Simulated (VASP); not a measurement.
# LiF in VASP: further runs

The runs below take LiF through single point, with r2SCAN.

All numbers are computed with VASP 6.6.1; they aren't measurements. Logs are shortened: lines on timing, memory, paths and dates and some standing lists are left out, and cuts for length are marked.

## (1) The cell of the first run

The cell holds a slab with vacuum, 4 atoms: a = 3.061 Å, b = 3.061 Å, c = 5.307 Å, α = 90.00°, β = 90.00°, γ = 120.00°.

## (2) Single point, r2SCAN

Contents of POSCAR:

```
LiF
1.0
    3.0609400000      0.0000000000      0.0000000000
   -1.5304700000      2.6508520000      0.0000000000
    0.0000000000      0.0000000000      5.3073250000
Li F
2 2
Direct
    0.3333333333      0.6666666667      0.3452457034
    0.6666666667      0.3333333333      0.7981409944
    0.3333333333      0.6666666667      0.9002145351
    0.6666666667      0.3333333333      0.4473192441
```

Contents of INCAR.step1:

```
SYSTEM = LiF
  PREC = Accurate
  ENCUT = 520
  ISMEAR = -1
  SIGMA = 0.15
  LREAL = .False.
  LASPH = .True.
  NELM = 100
  NBANDS = 18
  GGA = PE
  ALGO = Normal
  EDIFF = 1E-4
  LWAVE = .True.
  LCHARG = .False.
```

Contents of INCAR.step2:

```
SYSTEM = LiF
  PREC = Accurate
  ENCUT = 520
  EDIFF = 1E-6
  ISMEAR = -1
  SIGMA = 0.15
  LREAL = .False.
  LASPH = .True.
  NELM = 100
  ALGO = Normal
  ISIF = 2
  LWAVE = .False.
  LCHARG = .True.
  METAGGA = R2SCAN
  LMIXTAU = .True.
  LELF = .True.
  LVHAR = .True.
  NBANDS = 18
  ISTART = 1
```

Contents of KPOINTS:

```
Automatic mesh
0
Gamma
  5 5 3
  0 0 0
```

Potentials or basis: VASP PAW PBE potentials, release 64 (Li_sv, F).

Command:

```console
> cat potpaw_PBE.64/Li_sv/POTCAR potpaw_PBE.64/F/POTCAR > POTCAR
> cp INCAR.step1 INCAR
> mpirun -np 1 vasp_std > vasp.out
> cp INCAR.step2 INCAR
> mpirun -np 1 vasp_std > vasp.out
```

OUTCAR:

```text
SYSTEM = LiF
   PREC = Accurate
   ENCUT = 520
   EDIFF = 1E-6
   ISMEAR = -1
   LREAL = .False.
   LASPH = .True.
   NELM = 100
   ISIF = 2
   METAGGA = R2SCAN
   ISTART = 1

 ion  position               nearest neighbor table
   1  0.333  0.667  0.345-   4 1.85   4 1.85   4 1.85
   2  0.667  0.333  0.798-   3 1.85   3 1.85   3 1.85   4 1.86
   3  0.333  0.667  0.900-   2 1.85   2 1.85   2 1.85
   4  0.667  0.333  0.447-   1 1.85   1 1.85   1 1.85   2 1.86

  LATTYP: Found a hexagonal cell.
 ALAT       =     3.0609400000
 C/A-ratio  =     1.7338873026

  Lattice vectors:

 A1 = (   3.0609400000,   0.0000000000,   0.0000000000)
 A2 = (  -1.5304700000,   2.6508520000,   0.0000000000)
 A3 = (   0.0000000000,   0.0000000000,   5.3073250000)

Analysis of symmetry for initial positions (statically):
=====================================================================
 Subroutine PRICEL returns:
 Original cell was already a primitive cell.

 Routine SETGRP: Setting up the symmetry group for a
 hexagonal supercell.

 Subroutine GETGRP returns: Found  6 space group operations
 (whereof  6 operations were pure point group operations)
 out of a pool of 24 trial point group operations.

The static configuration has the point symmetry C_3v.

Analysis of symmetry for dynamics (positions and initial velocities):
=====================================================================
 Subroutine PRICEL returns:
 Original cell was already a primitive cell.

 Routine SETGRP: Setting up the symmetry group for a
 hexagonal supercell.

 Subroutine GETGRP returns: Found  6 space group operations
 (whereof  6 operations were pure point group operations)
 out of a pool of 24 trial point group operations.

The dynamic configuration has the point symmetry C_3v.

 Subroutine INISYM returns: Found  6 space group operations
 (whereof  6 operations are pure point group operations),
 and found     1 'primitive' translations

----------------------------------------------------------------------------------------

                                     Primitive cell

  volume of cell :      43.0642

  direct lattice vectors                    reciprocal lattice vectors
     3.060940000  0.000000000  0.000000000     0.326697028  0.188618603  0.000000000
    -1.530470000  2.650852000  0.000000000     0.000000000  0.377237205  0.000000000
     0.000000000  0.000000000  5.307325000     0.000000000  0.000000000  0.188418836

  length of vectors
     3.060940000  3.060940174  5.307325000     0.377237227  0.377237205  0.188418836

  position of ions in fractional coordinates (direct lattice)
     0.333333333  0.666666667  0.345245703
     0.666666667  0.333333333  0.798140994
     0.333333333  0.666666667  0.900214535
     0.666666667  0.333333333  0.447319244

  ion indices of the primitive-cell ions
   primitive index   ion index
                 1           1
                 2           2
                 3           3
                 4           4

----------------------------------------------------------------------------------------

 KPOINTS: Automatic mesh

Automatic generation of k-mesh.
 Grid dimensions read from file:
 generate k-points for:    5    5    3

 Generating k-lattice:

  Cartesian coordinates                     Fractional coordinates (reciprocal lattice)
     0.065339406  0.037723721  0.000000000     0.200000000 -0.000000000  0.000000000
     0.000000000  0.075447441  0.000000000     0.000000000  0.200000000  0.000000000
     0.000000000  0.000000000  0.062806279     0.000000000  0.000000000  0.333333333

  Length of vectors
     0.075447445  0.075447441  0.062806279

  Shift w.r.t. Gamma in fractional coordinates (k-lattice)
     0.000000000  0.000000000  0.000000000

 Subroutine IBZKPT returns following result:
 ===========================================

 Found     12 irreducible k-points:

 Following reciprocal coordinates:
            Coordinates               Weight
  0.000000  0.000000  0.000000      1.000000
  0.200000 -0.000000  0.000000      6.000000
  0.400000 -0.000000  0.000000      6.000000
  0.200000  0.200000  0.000000      6.000000
  0.400000  0.200000  0.000000      6.000000
  0.000000  0.000000  0.333333      2.000000
  0.200000 -0.000000  0.333333      6.000000
  0.000000  0.200000  0.333333      6.000000
  0.400000 -0.000000  0.333333      6.000000
  0.000000  0.400000  0.333333      6.000000
  0.200000  0.200000  0.333333     12.000000
  0.400000  0.200000  0.333333     12.000000
   k-points           NKPTS =     12   k-points in BZ     NKDIM =     12   number of bands    NBANDS=     18
   number of dos      NEDOS =    301   number of ions     NIONS =      4
   total plane-waves  NPLWV =  23040
   dimension x,y,z NGX =    24 NGY =   24 NGZ =   40
   dimension x,y,z NGXF=    48 NGYF=   48 NGZF=   80
   ions per type =               2   2
   NGX,Y,Z   is equivalent  to a cutoff of  13.03, 13.03, 12.53 a.u.
   NGXF,Y,Z  is equivalent  to a cutoff of  26.07, 26.07, 25.06 a.u.
 SYSTEM =  LiF
   PREC   = accura    normal or accurate (medium, high low for compatibility)
   ISTART =      1    job   : 0-new  1-cont  2-samecut
   ICHARG =      0    charge: 1-file 2-atom 10-const
   ISPIN  =      1    spin polarized calculation?
   LNONCOLLINEAR =      F non collinear calculations
   LSORBIT =      F    spin-orbit coupling
   LASPH  =      T    aspherical Exc in radial PAW
   ENCUT  =  520.0 eV  38.22 Ry    6.18 a.u.   5.69  5.69  9.87*2*pi/ulx,y,z
   NELM   =    100;   NELMIN=  2; NELMDL=  0     # of ELM steps
   EDIFF  = 0.1E-05   stopping-criterion for ELM
   LREAL  =      F    real-space projection
   EDIFFG = 0.1E-04   stopping-criterion for IOM
   NSW    =      0    number of steps for IOM
   IBRION =     -1    ionic relax: 0-MD 1-quasi-New 2-CG
   NFREE  =      0    steps in history (QN), initial steepest desc. (CG)
   ISIF   =      2    stress and relaxation
   ISYM   =      2    0-nonsym 1-usesym 2-fastsym
   POTIM  = 0.5000    time-step for ionic-motion
   TEBEG  =    0.0;   TEEND  =   0.0 temperature during run
   PSTRESS=    0.0 pullay stress
   NELECT =      20.0000    total number of electrons
   NUPDOWN=      -1.0000    fix difference up-down
   EMIN   =  10.00;   EMAX   =-10.00  energy-range for DOS
   EFERMI =   0.00;   METHOD = LEGACY
   ISMEAR =    -1;   SIGMA  =   0.15  broadening in eV -4-tet -1-fermi 0-gaus
   EFERMI_NEDOS =   21; number of points for ismear=-14 and -15
   IALGO  =     38    algorithm
   IMIX   =      4    mixing-type and parameters
     AMIX     =   0.40;   BMIX     =  1.00
     AMIX_MAG =   1.60;   BMIX_MAG =  1.00
  volume/ion in A,a.u.               =      10.77        72.65
  Fermi-wavevector in a.u.,A,eV,Ry     =   1.267787  2.395769 21.868412  1.607283
  Thomas-Fermi vector in A             =   2.400916
   LORBIT       =      0    0 simple, 1 ext, 2 COOP (PROOUT), +10 PAW based schemes
   METAGGA = R2SCAN    functional components
   LHFCALC =     F    Hartree Fock is set to
   AEXX    =    0.0000 exact exchange contribution
   IVDW    =     0    specifies the selected vdW correction
   LEPSILON=     F    determine dielectric tensor
   LRPA    =     F    only Hartree local field effects (RPA)
 non-spin polarized calculation
  energy-cutoff  :      520.00
  volume of cell :       43.06
 maximum number of plane-waves:      1176
 NGX is ok and might be reduce to    24
   NGX = 11   NGY = 11   NGZ = 19

 number of electron      19.9999976 magnetization

 Free energy of the ion-electron system (eV)
  ---------------------------------------------------
  ext. energy  EPLUGINS =         0.00000000
  ---------------------------------------------------
  free energy    TOTEN  =       -23.44727220 eV

  energy without entropy =      -23.44727220  energy(sigma->0) =      -23.44727220

 E-fermi :   0.2189     XC(G=0):  -8.9263

 val. band max:       -3.2161329003   @ k =   0.0000   0.0000   0.0000
 cond. band min:       4.6223431297   @ k =   0.0000   0.0000   0.0000
 fundamental gap:      7.8384760300
 Fermi energy:         0.2188804511

 k-point     1 :       0.0000    0.0000    0.0000
  band No.  band energies     occupation
      1     -45.6950      2.00000
      2     -44.6651      2.00000
      3     -24.2844      2.00000
      4     -23.3534      2.00000
      5      -5.4517      2.00000
      6      -4.1359      2.00000
[... 10 lines left out ...]
     17      17.8334      0.00000
     18      17.8334      0.00000

 k-point     2 :       0.2000   -0.0000    0.0000
  band No.  band energies     occupation
      1     -45.6867      2.00000
      2     -44.6567      2.00000
      3     -24.2555      2.00000
      4     -23.3289      2.00000
      5      -5.2893      2.00000
      6      -4.5473      2.00000
[... 10 lines left out ...]
     17      17.7818      0.00000
     18      18.0100      0.00000

 k-point     3 :       0.4000   -0.0000    0.0000
  band No.  band energies     occupation
      1     -45.6731      2.00000
      2     -44.6428      2.00000
      3     -24.2066      2.00000
      4     -23.2874      2.00000
      5      -5.4162      2.00000
      6      -4.7189      2.00000
[... 10 lines left out ...]
     17      17.2378      0.00000
     18      17.4648      0.00000

 k-point     4 :       0.2000    0.2000    0.0000
  band No.  band energies     occupation
      1     -45.6756      2.00000
      2     -44.6454      2.00000
      3     -24.2157      2.00000
      4     -23.2949      2.00000
      5      -5.2180      2.00000
      6      -4.9178      2.00000
[... 10 lines left out ...]
     17      17.4205      0.00000
     18      18.5313      0.00000

 k-point     5 :       0.4000    0.2000    0.0000
  band No.  band energies     occupation
      1     -45.6689      2.00000
      2     -44.6385      2.00000
      3     -24.1908      2.00000
      4     -23.2736      2.00000
      5      -5.4984      2.00000
      6      -4.7918      2.00000
[... 10 lines left out ...]
     17      15.8987      0.00000
     18      18.7304      0.00000

 k-point     6 :       0.0000    0.0000    0.3333
  band No.  band energies     occupation
      1     -45.6949      2.00000
      2     -44.6652      2.00000
      3     -24.2813      2.00000
      4     -23.3586      2.00000
      5      -5.1391      2.00000
      6      -4.1301      2.00000
[... 10 lines left out ...]
     17      17.5232      0.00000
     18      17.5232      0.00000

 k-point     7 :       0.2000   -0.0000    0.3333
  band No.  band energies     occupation
      1     -45.6866      2.00000
      2     -44.6566      2.00000
      3     -24.2533      2.00000
      4     -23.3325      2.00000
      5      -5.0737      2.00000
      6      -4.5816      2.00000
[... 10 lines left out ...]
     17      17.2911      0.00000
     18      17.5544      0.00000

 k-point     8 :       0.0000    0.2000    0.3333
  band No.  band energies     occupation
      1     -45.6866      2.00000
      2     -44.6566      2.00000
      3     -24.2533      2.00000
      4     -23.3325      2.00000
      5      -5.0699      2.00000
      6      -4.5749      2.00000
[... 10 lines left out ...]
     17      17.6268      0.00000
     18      17.6936      0.00000

 k-point     9 :       0.4000   -0.0000    0.3333
  band No.  band energies     occupation
      1     -45.6731      2.00000
      2     -44.6428      2.00000
      3     -24.2066      2.00000
      4     -23.2889      2.00000
      5      -5.4034      2.00000
      6      -4.7747      2.00000
[... 10 lines left out ...]
     17      16.7312      0.00000
     18      17.4266      0.00000

 k-point    10 :       0.0000    0.4000    0.3333
  band No.  band energies     occupation
      1     -45.6731      2.00000
      2     -44.6428      2.00000
      3     -24.2066      2.00000
      4     -23.2889      2.00000
      5      -5.3977      2.00000
      6      -4.7640      2.00000
[... 10 lines left out ...]
     17      17.4342      0.00000
     18      17.6149      0.00000

 k-point    11 :       0.2000    0.2000    0.3333
  band No.  band energies     occupation
      1     -45.6757      2.00000
      2     -44.6455      2.00000
      3     -24.2154      2.00000
      4     -23.2970      2.00000
      5      -5.2056      2.00000
      6      -4.8220      2.00000
[... 10 lines left out ...]
     17      17.3294      0.00000
     18      17.9871      0.00000

 k-point    12 :       0.4000    0.2000    0.3333
  band No.  band energies     occupation
      1     -45.6689      2.00000
      2     -44.6385      2.00000
      3     -24.1911      2.00000
      4     -23.2742      2.00000
      5      -5.4573      2.00000
      6      -4.7956      2.00000
[... 10 lines left out ...]
     17      16.7385      0.00000
     18      18.1665      0.00000

------------------------ aborting loop because EDIFF is reached ----------------------------------------

  FORCE on cell =-STRESS in cart. coord.  units (eV):
  Direction    XX          YY          ZZ          XY          YZ          ZX
  --------------------------------------------------------------------------------------
  -------------------------------------------------------------------------------------
  Total       -0.1857370     -0.1857371     -1.4429133      0.0000000      0.0000000      0.0000000
  in kB       -6.9102401     -6.9102411    -53.6827589      0.0000000      0.0000000      0.0000000
  external PRESSURE =     -22.5010801 kB  Pullay stress =       0.0000000 kB

 VOLUME and BASIS-vectors are now :
 -----------------------------------------------------------------------------
  energy-cutoff  :      520.00
  volume of cell :       43.06
      direct lattice vectors                 reciprocal lattice vectors
     3.060940000  0.000000000  0.000000000     0.326697028  0.188618603  0.000000000
    -1.530470000  2.650852000  0.000000000     0.000000000  0.377237205  0.000000000
     0.000000000  0.000000000  5.307325000     0.000000000  0.000000000  0.188418836

 POSITION                                       TOTAL-FORCE (eV/Angst)
 -----------------------------------------------------------------------------------
     -0.00000      1.76723      1.83233         0.000000      0.000000     -0.316680
      1.53047      0.88362      4.23599         0.000000     -0.000000      0.276990
     -0.00000      1.76723      4.77773        -0.000000     -0.000000      0.390753
      1.53047      0.88362      2.37407         0.000000      0.000000     -0.351063
 -----------------------------------------------------------------------------------
    total drift:                                0.000001      0.000002     -0.019811

  FREE ENERGIE OF THE ION-ELECTRON SYSTEM (eV)
  ---------------------------------------------------
  free  energy   TOTEN  =       -23.4472721957 eV

  energy  without entropy=      -23.4472721954  energy(sigma->0) =      -23.44727220
```

Wall time 43 s (1 thread of Intel Xeon Platinum 8259CL at 2.50GHz (Skylake/Cascade Lake), shared host); peak memory 0.16 GiB.

Results:

| Quantity | Value |
| --- | --- |
| Free energy | -23.4473 eV |
| Largest force | 0.391 eV/Å |
| Band gap on the k mesh | 7.84 eV, direct |

Forces in eV/Å, atoms in the order of the input:
```
Li   0.000  0.000 -0.317
Li   0.000  0.000  0.277
F    0.000  0.000  0.391
F    0.000  0.000 -0.351
```

Caveat: the k points lie up to 0.47 Å⁻¹ apart; the cutoff is under 1.25 times the usual one of these potentials, so pressure, stress and relaxed cells hold a basis-set (Pulay) error; the PAW data sets were made with another functional, which shifts forces and pressure a little.

(Part 1 of 3 ends here.)
